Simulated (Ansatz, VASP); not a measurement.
One calculation of B, two programs

```
CELL_PARAMETERS angstrom
0.00000 2.13467 2.13467
2.13467 0.00000 2.13467
2.13467 2.13467 0.00000
ATOMIC_POSITIONS crystal
B 0.25000 0.25000 0.25000
B 0.75000 0.75000 0.75000
B 0.50000 0.50000 0.50000
```

Alike in both runs: functional PBE; k mesh 6 × 6 × 6; occupations gaussian, width 0.1 eV; no spin polarisation.

Ansatz relaxed the structure, and its values are those at the end. VASP's run is a single point on that final structure, the one shown.

|  | VASP | Ansatz |
| --- | --- | --- |
| version | VASP 6.6.1 | Ansatz 0.2.0 |
| potentials or method | VASP PAW PBE potentials, release 64 (B), cutoff 500 eV | scalar-relativistic, plane waves, PAW |
| valence electrons in the cell | 9 | 9 |

```csv
,VASP,Ansatz,Ansatz less VASP
gap on the k mesh at the Fermi level (eV),none,none,-
pressure (GPa),-0.4,-0.3,+0.07
```

A gap of «none» marks a metal or a gap that the smearing closes.

The k mesh is coarse, so the values compare programs but aren't converged.
